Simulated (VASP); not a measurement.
# Cu (Fd-3m) in VASP: further runs

Cu is run at these levels: PBEsol; tasks: single point.

All numbers are computed with VASP 6.6.1; they aren't measurements. Logs are shortened: lines on timing, memory, paths and dates and some standing lists are left out, and cuts for length are marked.

### 1 The cell of the first run

It takes space group Fd-3m (No. 227, cubic). Conventional cell: a = 3.949 Å, b = 3.949 Å, c = 3.949 Å, α = 90.00°, β = 90.00°, γ = 90.00°. Cu (site symmetry -43m) has 4 Cu at 1.71 Å within 2.3 Å.

### 2 Single point, PBEsol (volume scaled by 0.43)

Input file INCAR:

```
PREC     = Accurate       # precision mode
ENCUT    = 520            # plane-wave cutoff, eV
EDIFF    = 1E-6           # SCF threshold, eV
ISMEAR   = -1             # smearing method
SIGMA    = 0.1            # smearing width, eV
LREAL    = F              # projectors in reciprocal space
LASPH    = T              # aspherical terms in the spheres
NELM     = 100            # most SCF steps
ALGO     = Normal         # electronic algorithm
ISIF     = 2              # what is computed and relaxed
LWAVE    = F              # write WAVECAR
LCHARG   = F              # write CHGCAR
GGA      = PS             # functional
NBANDS   = 18             # bands
```

Input file KPOINTS:

```
Automatic mesh
0
Gamma
  14 14 14
```

Input file POSCAR:

```
Cu
1.0
    0.0000000000      1.9744634276      1.9744634276
    1.9744634276      0.0000000000      1.9744634276
    1.9744634276      1.9744634276      0.0000000000
Cu
2
Direct
   -0.1250000000     -0.1250000000     -0.1250000000
    0.1250000000      0.1250000000      0.1250000000
```

Potentials or basis: VASP PAW PBE potentials, release 64 (Cu).

Command:

```console
cat potpaw_PBE.64/Cu/POTCAR > POTCAR
mpirun -np 1 vasp_std > vasp.out
```

OUTCAR:

```text
PREC = Accurate
   ENCUT = 520
   EDIFF = 1E-6
   ISMEAR = -1
   LREAL = F
   LASPH = T
   NELM = 100
   ISIF = 2
   GGA = PS

 ion  position               nearest neighbor table
   1  0.875  0.875  0.875-   2 1.71   2 1.71   2 1.71   2 1.71
   2  0.125  0.125  0.125-   1 1.71   1 1.71   1 1.71   1 1.71

  LATTYP: Found a face centered cubic cell.
 ALAT       =     3.9489268552

  Lattice vectors:

 A1 = (   0.0000000000,   1.9744634276,   1.9744634276)
 A2 = (   1.9744634276,   0.0000000000,   1.9744634276)
 A3 = (   1.9744634276,   1.9744634276,   0.0000000000)

Analysis of symmetry for initial positions (statically):
=====================================================================
 Subroutine PRICEL returns:
 Original cell was already a primitive cell.

 Routine SETGRP: Setting up the symmetry group for a
 face centered cubic supercell.

 Subroutine GETGRP returns: Found 48 space group operations
 (whereof 12 operations were pure point group operations)
 out of a pool of 48 trial point group operations.

The static configuration has the point symmetry D_3d.
 The point group associated with its full space group is O_h .

Analysis of symmetry for dynamics (positions and initial velocities):
=====================================================================
 Subroutine PRICEL returns:
 Original cell was already a primitive cell.

 Routine SETGRP: Setting up the symmetry group for a
 face centered cubic supercell.

 Subroutine GETGRP returns: Found 48 space group operations
 (whereof 12 operations were pure point group operations)
 out of a pool of 48 trial point group operations.

The dynamic configuration has the point symmetry D_3d.
 The point group associated with its full space group is O_h .

 Subroutine INISYM returns: Found 48 space group operations
 (whereof 12 operations are pure point group operations),
 and found     1 'primitive' translations

----------------------------------------------------------------------------------------

                                     Primitive cell

  volume of cell :      15.3949

  direct lattice vectors                    reciprocal lattice vectors
     0.000000000  1.974463428  1.974463428    -0.253233356  0.253233356  0.253233356
     1.974463428  0.000000000  1.974463428     0.253233356 -0.253233356  0.253233356
     1.974463428  1.974463428  0.000000000     0.253233356  0.253233356 -0.253233356

  length of vectors
     2.792312958  2.792312958  2.792312958     0.438613039  0.438613039  0.438613039

[... 79 lines left out ...]
   NELM   =    100;   NELMIN=  2; NELMDL= -5     # of ELM steps
   EDIFF  = 0.1E-05   stopping-criterion for ELM
   LREAL  =      F    real-space projection
   EDIFFG = 0.1E-04   stopping-criterion for IOM
   NSW    =      0    number of steps for IOM
   IBRION =     -1    ionic relax: 0-MD 1-quasi-New 2-CG
   NFREE  =      0    steps in history (QN), initial steepest desc. (CG)
   ISIF   =      2    stress and relaxation
   ISYM   =      2    0-nonsym 1-usesym 2-fastsym
   POTIM  = 0.5000    time-step for ionic-motion
   TEBEG  =    0.0;   TEEND  =   0.0 temperature during run
   PSTRESS=    0.0 pullay stress
   NELECT =      22.0000    total number of electrons
   NUPDOWN=      -1.0000    fix difference up-down
   EMIN   =  10.00;   EMAX   =-10.00  energy-range for DOS
   EFERMI =   0.00;   METHOD = LEGACY
   ISMEAR =    -1;   SIGMA  =   0.10  broadening in eV -4-tet -1-fermi 0-gaus
   EFERMI_NEDOS =   21; number of points for ismear=-14 and -15
   IALGO  =     38    algorithm
   IMIX   =      4    mixing-type and parameters
     AMIX     =   0.40;   BMIX     =  1.00
     AMIX_MAG =   1.60;   BMIX_MAG =  1.00
  volume/ion in A,a.u.               =       7.70        51.95
  Fermi-wavevector in a.u.,A,eV,Ry     =   1.843982  3.484620 46.263467  3.400269
  Thomas-Fermi vector in A             =   2.895558
   LORBIT       =      0    0 simple, 1 ext, 2 COOP (PROOUT), +10 PAW based schemes
   GGA     = PS    functional components
   LHFCALC =     F    Hartree Fock is set to
   AEXX    =    0.0000 exact exchange contribution
   IVDW    =     0    specifies the selected vdW correction
   LEPSILON=     F    determine dielectric tensor
   LRPA    =     F    only Hartree local field effects (RPA)
 non-spin polarized calculation
  energy-cutoff  :      520.00
  volume of cell :       15.39
 maximum number of plane-waves:       428
 NGX is ok and might be reduce to    24
   NGX = 11   NGY = 11   NGZ = 11

 number of electron      21.9999988 magnetization

 Free energy of the ion-electron system (eV)
  ---------------------------------------------------
  ext. energy  EPLUGINS =         0.00000000
  ---------------------------------------------------
  free energy    TOTEN  =         6.24024496 eV

  energy without entropy =        6.25398061  energy(sigma->0) =        6.24711279

 E-fermi :  15.4683     XC(G=0): -15.3277

 val. band max:       15.4492027505   @ k =  -0.3571   0.2857   0.1429
 cond. band min:      15.4896569792   @ k =   0.5000   0.0000   0.0000
 fundamental gap:      0.0404542287
 Fermi energy:        15.4683392340

 k-point     1 :       0.0000    0.0000    0.0000
  band No.  band energies     occupation
      1       1.6791      2.00000
      2       6.3311      2.00000
      3       6.3311      2.00000
      4       7.0738      2.00000
      5       7.0738      2.00000
      6       7.0738      2.00000
[... 481 lines left out ...]
      5       7.2871      2.00000
      6       8.2644      2.00000
[... 10 lines left out ...]
     17      36.9849      0.00000
     18      38.3774      0.00000

 [... further k-points ...]

------------------------ aborting loop because EDIFF is reached ----------------------------------------

  FORCE on cell =-STRESS in cart. coord.  units (eV):
  Direction    XX          YY          ZZ          XY          YZ          ZX
  --------------------------------------------------------------------------------------
  -------------------------------------------------------------------------------------
  Total       40.6642070     40.6642070     40.6642070      0.0000000      0.0000000      0.0000000
  in kB     4231.9995495   4231.9995495   4231.9995495      0.0000000      0.0000000      0.0000000
  external PRESSURE =    4231.9995495 kB  Pullay stress =       0.0000000 kB

 VOLUME and BASIS-vectors are now :
 -----------------------------------------------------------------------------
  energy-cutoff  :      520.00
  volume of cell :       15.39
      direct lattice vectors                 reciprocal lattice vectors
     0.000000000  1.974463428  1.974463428    -0.253233356  0.253233356  0.253233356
     1.974463428  0.000000000  1.974463428     0.253233356 -0.253233356  0.253233356
     1.974463428  1.974463428  0.000000000     0.253233356  0.253233356 -0.253233356

 POSITION                                       TOTAL-FORCE (eV/Angst)
 -----------------------------------------------------------------------------------
      3.45531      3.45531      3.45531        -0.000000      0.000000     -0.000000
      0.49362      0.49362      0.49362         0.000000     -0.000000      0.000000
 -----------------------------------------------------------------------------------
    total drift:                                0.000000      0.000000      0.000000

  FREE ENERGIE OF THE ION-ELECTRON SYSTEM (eV)
  ---------------------------------------------------
  free  energy   TOTEN  =         6.2402449603 eV

  energy  without entropy=        6.2539806143  energy(sigma->0) =        6.24711279
```

OSZICAR:

```text
N       E                     dE             d eps       ncg     rms          rms(c)
DAV:   1     0.127131363799E+03    0.12713E+03   -0.10411E+04  4328   0.249E+03
DAV:   2     0.119991561151E+02   -0.11513E+03   -0.10970E+03  3746   0.314E+02
DAV:   3     0.518432036692E+01   -0.68148E+01   -0.67527E+01  4002   0.944E+01
DAV:   4     0.510367315239E+01   -0.80647E-01   -0.80607E-01  4180   0.101E+01
DAV:   5     0.510230929548E+01   -0.13639E-02   -0.13638E-02  4368   0.133E+00    0.768E+00
DAV:   6     0.592891139057E+01    0.82660E+00   -0.16873E+00  4662   0.373E+01    0.118E+00
DAV:   7     0.614731496799E+01    0.21840E+00   -0.20826E-01  4906   0.117E+01    0.155E+00
DAV:   8     0.623912213160E+01    0.91807E-01   -0.25735E-02  6552   0.317E+00    0.204E-01
DAV:   9     0.624026724640E+01    0.11451E-02   -0.11276E-03  5590   0.371E-01    0.304E-02
DAV:  10     0.624021358849E+01   -0.53658E-04   -0.26415E-05  5268   0.637E-02    0.258E-02
DAV:  11     0.624024504457E+01    0.31456E-04   -0.45708E-06  3972   0.594E-02    0.311E-03
DAV:  12     0.624024496028E+01   -0.84288E-07   -0.90601E-07  2650   0.116E-02
   1 F= 0.62402450E+01 E0= 0.62471128E+01  d E =-.137357E-01
```

stdout:

```text
POSCAR found type information on POSCAR Cu
 POSCAR found :  1 types and       2 ions
 scaLAPACK will be used
 -----------------------------------------------------------------------------
|                                                                             |
|                                                                             |
|     You enforced a specific xc type in the INCAR file but a different       |
|     I HOPE YOU KNOW WHAT YOU ARE DOING!                                     |
|                                                                             |
 -----------------------------------------------------------------------------

 LDA part: xc-table for (Slater+PW92), standard interpolation
 POSCAR, INCAR and KPOINTS ok, starting setup
 FFT: planning ... GRIDC
 FFT: planning ... GRID_SOFT
 FFT: planning ... GRID
 WAVECAR not read
 entering main loop
```

Run time: 18 s. Hardware: 1 thread of AMD EPYC 9R45 (Zen 5), shared host; peak memory 0.12 GiB.

What came out:

| Property | Result |
| --- | --- |
| Free energy | 6.2402 eV |
| Pressure | 423.2 GPa |
| Band gap on the k mesh | zero (band 11 reaches 16.61 eV, above the bottom of band 12 at 15.43 eV) |

Caveat: the PAW data sets were made with another functional, which shifts forces and pressure a little.

(Part 1 of 2 ends here.)
